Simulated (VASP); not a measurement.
# BaAg2As2 (I4/mmm) in VASP: single point with r2SCAN

Aim: the single point of BaAg2As2 with r2SCAN.

Everything below comes from runs of VASP 6.6.1. Logs are shortened: lines on timing, memory, paths and dates and some standing lists are left out, and cuts for length are marked.

## 1. The cell of the first run

The structure is tetragonal, space group I4/mmm (No. 139). The conventional cell has a = 4.540 Å, b = 4.540 Å, c = 11.190 Å, α = 90.00°, β = 90.00°, γ = 90.00°. Within 4.6 Å of Ba (site symmetry 4/mmm) lie 10 As at 3.46 to 4.30 Å and 8 Ag at 3.60 Å and 4 Ba at 4.54 Å. Ag (site symmetry -4m2) has 4 As at 2.72 Å and 4 Ag at 3.21 Å and 4 Ba at 3.60 Å within 3.7 Å. As (site symmetry 4mm) has 1 As at 2.58 Å and 4 Ag at 2.72 Å and 4 Ba at 3.46 Å within 3.5 Å.

## 2. Single point, r2SCAN

Input file POSCAR:

```
BaAg2As2
1.0
   -2.2698070100      2.2698070100      5.5950464500
    2.2698070100     -2.2698070100      5.5950464500
    2.2698070100      2.2698070100     -5.5950464500
Ba Ag As
1 2 2
Direct
    0.0000000000      0.0000000000      0.0000000000
    0.7500000000      0.2500000000      0.5000000000
    0.2500000000      0.7500000000      0.5000000000
    0.3846548300      0.3846548300      0.0000000000
    0.6153451700      0.6153451700      0.0000000000
```

Input file INCAR.step1:

```
ALGO = Normal
EDIFF = 1E-4
ENCUT = 520
GGA = PE
ISMEAR = -1
LASPH = True
LCHARG = False
LREAL = False
LWAVE = True
NBANDS = 29
NELM = 80
PREC = Accurate
SIGMA = 0.1
```

Input file INCAR.step2:

```
ALGO = Normal
EDIFF = 1E-7
ENCUT = 520
ISIF = 2
ISMEAR = -1
ISTART = 1
LASPH = True
LCHARG = True
LELF = True
LMIXTAU = True
LREAL = False
LVHAR = True
LWAVE = False
METAGGA = R2SCAN
NBANDS = 29
NELM = 80
PREC = Accurate
SIGMA = 0.1
```

Input file KPOINTS:

```
k-points
0
Gamma
  10 10 10
```

Potentials or basis: VASP PAW PBE potentials, release 64 (Ba_sv, Ag, As).

Started as:

```console
$ cat potpaw_PBE.64/Ba_sv/POTCAR potpaw_PBE.64/Ag/POTCAR potpaw_PBE.64/As/POTCAR > POTCAR
$ cp INCAR.step1 INCAR
$ mpirun -np 1 vasp_std > vasp.out
$ cp INCAR.step2 INCAR
$ mpirun -np 1 vasp_std > vasp.out
```

OUTCAR:

```text
EDIFF = 1E-7
   ENCUT = 520
   ISIF = 2
   ISMEAR = -1
   ISTART = 1
   LASPH = True
   LREAL = False
   METAGGA = R2SCAN
   NELM = 80
   PREC = Accurate

 ion  position               nearest neighbor table
   1  0.000  0.000  0.000-   5 3.46   5 3.46   5 3.46   4 3.46   5 3.46   4 3.46   4 3.46   4 3.46
                             2 3.60   3 3.60   2 3.60   3 3.60   2 3.60   2 3.60   3 3.60   3 3.60
   2  0.750  0.250  0.500-   4 2.72   5 2.72   4 2.72   5 2.72   3 3.21   3 3.21   3 3.21   3 3.21
                             1 3.60   1 3.60   1 3.60   1 3.60
   3  0.250  0.750  0.500-   4 2.72   5 2.72   4 2.72   5 2.72   2 3.21   2 3.21   2 3.21   2 3.21
                             1 3.60   1 3.60   1 3.60   1 3.60
   4  0.385  0.385  0.000-   5 2.58   3 2.72   2 2.72   3 2.72   2 2.72   1 3.46   1 3.46   1 3.46
                             1 3.46
   5  0.615  0.615  0.000-   4 2.58   2 2.72   3 2.72   2 2.72   3 2.72   1 3.46   1 3.46   1 3.46
                             1 3.46

  LATTYP: Found a body centered tetragonal cell.
 ALAT       =     4.5396140200
 C/A-ratio  =     2.4649877392

  Lattice vectors:

 A1 = (  -2.2698070100,   2.2698070100,   5.5950464500)
 A2 = (   2.2698070100,  -2.2698070100,   5.5950464500)
 A3 = (   2.2698070100,   2.2698070100,  -5.5950464500)

Analysis of symmetry for initial positions (statically):
=====================================================================
 Subroutine PRICEL returns:
 Original cell was already a primitive cell.

 Routine SETGRP: Setting up the symmetry group for a
 body centered tetragonal supercell.

 Subroutine GETGRP returns: Found 16 space group operations
 (whereof 16 operations were pure point group operations)
 out of a pool of 16 trial point group operations.

The static configuration has the point symmetry D_4h.

Analysis of symmetry for dynamics (positions and initial velocities):
=====================================================================
 Subroutine PRICEL returns:
 Original cell was already a primitive cell.

 Routine SETGRP: Setting up the symmetry group for a
 body centered tetragonal supercell.

 Subroutine GETGRP returns: Found 16 space group operations
 (whereof 16 operations were pure point group operations)
 out of a pool of 16 trial point group operations.

The dynamic configuration has the point symmetry D_4h.

 Subroutine INISYM returns: Found 16 space group operations
 (whereof 16 operations are pure point group operations),
 and found     1 'primitive' translations

----------------------------------------------------------------------------------------

                                     Primitive cell

  volume of cell :     115.3033

  direct lattice vectors                    reciprocal lattice vectors
    -2.269807010  2.269807010  5.595046450     0.000000000  0.220283045  0.089364763
     2.269807010 -2.269807010  5.595046450     0.220283045  0.000000000  0.089364763
     2.269807010  2.269807010 -5.595046450     0.220283045  0.220283045  0.000000000

  length of vectors
     6.450472270  6.450472270  6.450472270     0.237719753  0.237719753  0.311527270

  position of ions in fractional coordinates (direct lattice)
     0.000000000  0.000000000  0.000000000
     0.750000000  0.250000000  0.500000000
     0.250000000  0.750000000  0.500000000
     0.384654830  0.384654830  0.000000000
     0.615345170  0.615345170  0.000000000

  ion indices of the primitive-cell ions
   primitive index   ion index
                 1           1
                 2           2
                 3           3
                 4           4
                 5           5

----------------------------------------------------------------------------------------

 KPOINTS: k-points

Automatic generation of k-mesh.
 Grid dimensions read from file:
 generate k-points for:   10   10   10

 Generating k-lattice:

  Cartesian coordinates                     Fractional coordinates (reciprocal lattice)
     0.000000000  0.022028305  0.008936476     0.100000000 -0.000000000  0.000000000
     0.022028305  0.000000000  0.008936476    -0.000000000  0.100000000  0.000000000
     0.022028305  0.022028305  0.000000000     0.000000000  0.000000000  0.100000000

  Length of vectors
     0.023771975  0.023771975  0.031152727

  Shift w.r.t. Gamma in fractional coordinates (k-lattice)
     0.000000000  0.000000000  0.000000000

 Subroutine IBZKPT returns following result:
 ===========================================

 Found    102 irreducible k-points:

 Following reciprocal coordinates:
            Coordinates               Weight
  0.000000  0.000000  0.000000      1.000000
  0.100000 -0.000000  0.000000      8.000000
  0.200000 -0.000000  0.000000      8.000000
  0.300000  0.000000  0.000000      8.000000
  0.400000  0.000000 -0.000000      8.000000
  0.500000  0.000000 -0.000000      4.000000
[... 16 lines left out ...]
  0.300000  0.300000  0.000000      8.000000
  0.400000  0.300000  0.000000     16.000000
 [... further k-points ...]
   k-points           NKPTS =    102   k-points in BZ     NKDIM =    102   number of bands    NBANDS=     29
   number of dos      NEDOS =    301   number of ions     NIONS =      5
   total plane-waves  NPLWV = 110592
   dimension x,y,z NGX =    48 NGY =   48 NGZ =   48
   dimension x,y,z NGXF=    96 NGYF=   96 NGZF=   96
   ions per type =               1   2   2
   NGX,Y,Z   is equivalent  to a cutoff of  12.37, 12.37, 12.37 a.u.
   NGXF,Y,Z  is equivalent  to a cutoff of  24.74, 24.74, 24.74 a.u.
 SYSTEM =  unknown system
   PREC   = accura    normal or accurate (medium, high low for compatibility)
   ISTART =      1    job   : 0-new  1-cont  2-samecut
   ICHARG =      0    charge: 1-file 2-atom 10-const
   ISPIN  =      1    spin polarized calculation?
   LNONCOLLINEAR =      F non collinear calculations
   LSORBIT =      F    spin-orbit coupling
   LASPH  =      T    aspherical Exc in radial PAW
   ENCUT  =  520.0 eV  38.22 Ry    6.18 a.u.  11.99 11.99 11.99*2*pi/ulx,y,z
   NELM   =     80;   NELMIN=  2; NELMDL=  0     # of ELM steps
   EDIFF  = 0.1E-06   stopping-criterion for ELM
   LREAL  =      F    real-space projection
   EDIFFG = 0.1E-05   stopping-criterion for IOM
   NSW    =      0    number of steps for IOM
   IBRION =     -1    ionic relax: 0-MD 1-quasi-New 2-CG
   NFREE  =      0    steps in history (QN), initial steepest desc. (CG)
   ISIF   =      2    stress and relaxation
   ISYM   =      2    0-nonsym 1-usesym 2-fastsym
   POTIM  = 0.5000    time-step for ionic-motion
   TEBEG  =    0.0;   TEEND  =   0.0 temperature during run
   PSTRESS=    0.0 pullay stress
   NELECT =      42.0000    total number of electrons
   NUPDOWN=      -1.0000    fix difference up-down
   EMIN   =  10.00;   EMAX   =-10.00  energy-range for DOS
   EFERMI =   0.00;   METHOD = LEGACY
   ISMEAR =    -1;   SIGMA  =   0.10  broadening in eV -4-tet -1-fermi 0-gaus
   EFERMI_NEDOS =   21; number of points for ismear=-14 and -15
   IALGO  =     38    algorithm
   IMIX   =      4    mixing-type and parameters
     AMIX     =   0.40;   BMIX     =  1.00
     AMIX_MAG =   1.60;   BMIX_MAG =  1.00
  volume/ion in A,a.u.               =      23.06       155.62
  Fermi-wavevector in a.u.,A,eV,Ry     =   1.169169  2.209410 18.598578  1.366957
  Thomas-Fermi vector in A             =   2.305646
   LORBIT       =      0    0 simple, 1 ext, 2 COOP (PROOUT), +10 PAW based schemes
   METAGGA = R2SCAN    functional components
   LHFCALC =     F    Hartree Fock is set to
   AEXX    =    0.0000 exact exchange contribution
   IVDW    =     0    specifies the selected vdW correction
   LEPSILON=     F    determine dielectric tensor
   LRPA    =     F    only Hartree local field effects (RPA)
 non-spin polarized calculation
  energy-cutoff  :      520.00
  volume of cell :      115.30
 maximum number of plane-waves:      3140
   NGX = 23   NGY = 23   NGZ = 23

 number of electron      42.0000000 magnetization

 Free energy of the ion-electron system (eV)
  ---------------------------------------------------
  ext. energy  EPLUGINS =         0.00000000
  ---------------------------------------------------
  free energy    TOTEN  =      -101.39842462 eV

  energy without entropy =     -101.34899851  energy(sigma->0) =     -101.37371157

 E-fermi :   5.7845     XC(G=0): -10.8929

 val. band max:        5.7779012752   @ k =  -0.1000   0.5000   0.1000
 cond. band min:       5.7870866828   @ k =   0.2000   0.2000   0.2000
 fundamental gap:      0.0091854076
 Fermi energy:         5.7844658586

 k-point     1 :       0.0000    0.0000    0.0000
  band No.  band energies     occupation
      1     -23.2902      2.00000
      2      -8.2744      2.00000
      3      -8.0844      2.00000
      4      -8.0844      2.00000
      5      -7.1748      2.00000
      6      -4.7684      2.00000
[... 21 lines left out ...]
     28      10.6461      0.00000
     29      11.4517      0.00000

 k-point     2 :       0.1000   -0.0000    0.0000
  band No.  band energies     occupation
      1     -23.2887      2.00000
      2      -8.2730      2.00000
      3      -8.2008      2.00000
      4      -8.0790      2.00000
      5      -7.0254      2.00000
      6      -4.7921      2.00000
[... 21 lines left out ...]
     28      10.2505      0.00000
     29      11.1865      0.00000

 k-point     3 :       0.2000   -0.0000    0.0000
  band No.  band energies     occupation
      1     -23.2848      2.00000
      2      -8.4294      2.00000
      3      -8.2537      2.00000
      4      -8.0649      2.00000
      5      -6.7214      2.00000
      6      -4.8584      2.00000
[... 638 lines left out ...]
      5      -6.4229      2.00000
      6      -4.9893      2.00000
[... 21 lines left out ...]
     28      10.9568      0.00000
     29      11.1152      0.00000

 k-point    24 :       0.4000    0.3000    0.0000
  band No.  band energies     occupation
      1     -23.2668      2.00000
      2      -8.5046      2.00000
      3      -8.2486      2.00000
      4      -8.1924      2.00000
      5      -6.4754      2.00000
      6      -4.9584      2.00000
[... 21 lines left out ...]
     28      10.8047      0.00000
     29      11.1060      0.00000

 [... further k-points ...]

------------------------ aborting loop because EDIFF is reached ----------------------------------------

  FORCE on cell =-STRESS in cart. coord.  units (eV):
  Direction    XX          YY          ZZ          XY          YZ          ZX
  --------------------------------------------------------------------------------------
  -------------------------------------------------------------------------------------
  Total        1.2350816      1.2350816      1.2636500      0.0000000      0.0000000      0.0000000
  in kB       17.1618733     17.1618733     17.5588401      0.0000000      0.0000000      0.0000000
  external PRESSURE =      17.2941956 kB  Pullay stress =       0.0000000 kB

 VOLUME and BASIS-vectors are now :
 -----------------------------------------------------------------------------
  energy-cutoff  :      520.00
  volume of cell :      115.30
      direct lattice vectors                 reciprocal lattice vectors
    -2.269807010  2.269807010  5.595046450     0.000000000  0.220283045  0.089364763
     2.269807010 -2.269807010  5.595046450     0.220283045  0.000000000  0.089364763
     2.269807010  2.269807010 -5.595046450     0.220283045  0.220283045  0.000000000

 POSITION                                       TOTAL-FORCE (eV/Angst)
 -----------------------------------------------------------------------------------
      0.00000      0.00000      0.00000         0.000000      0.000000      0.000000
      0.00000      2.26981      2.79752         0.000000      0.000000      0.000000
      2.26981      0.00000      2.79752         0.000000      0.000000     -0.000000
      0.00000      0.00000      4.30432         0.000000      0.000000     -0.056346
      0.00000      0.00000      6.88577        -0.000000     -0.000000      0.056346
 -----------------------------------------------------------------------------------
    total drift:                                0.000000     -0.000000      0.000000

  FREE ENERGIE OF THE ION-ELECTRON SYSTEM (eV)
  ---------------------------------------------------
  free  energy   TOTEN  =      -101.3984246237 eV

  energy  without entropy=     -101.3489985146  energy(sigma->0) =     -101.37371157
```

Run time: 14 min. Hardware: 1 thread of Intel Xeon 6975P-C (Granite Rapids), shared host; peak memory 0.61 GiB.

What came out:

```
Free energy            : -101.3984 eV
Pressure               : 1.7 GPa
Largest force          : 0.056 eV/Å
Band gap on the k mesh : zero (bands 21 and 22 overlap by 0.73 eV)
```

Forces in eV/Å, atoms in the order of the input:
```
Ba   0.000  0.000  0.000
Ag   0.000  0.000  0.000
Ag   0.000  0.000  0.000
As   0.000  0.000 -0.056
As   0.000  0.000  0.056
```

Caveat: the PAW data sets were made with another functional, which shifts forces and pressure a little; spin-orbit coupling is left out, which moves the levels of the heavy elements.
